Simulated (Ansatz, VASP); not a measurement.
## Two plane-wave programs on W

```xyz
1
Lattice="-1.6134 1.6134 1.6134 1.6134 -1.6134 1.6134 1.6134 1.6134 -1.6134" Properties=species:S:1:pos:R:3 pbc="T T T"
W     0.0000    0.0000    0.0000
```

Alike in both runs: task single point; functional PBE0; k mesh 8 × 8 × 8; occupations fermi-dirac, width 0.05 eV; no spin polarisation.

|  | VASP | Ansatz |
| --- | --- | --- |
| version | VASP 6.6.1 | Ansatz 0.2.0 |
| potentials or method | VASP PAW PBE potentials, release 64 (W_sv) | Ansatz PAW |
| plane-wave cutoff (eV) | 520 | 420 |
| valence electrons in the cell | 14 | 14 |

Ansatz gave:

* gap on the k mesh at the Fermi level (eV): none
* pressure (GPa): -17.6

Question: Which values does VASP return?

Answer: gap on the k mesh at the Fermi level (eV): none; pressure (GPa): -18.1.

A gap of «none» marks a metal or a gap that the smearing closes. The functional is the same, so the differences come from potentials, cutoffs and numerics.

Spin-orbit coupling is off throughout.
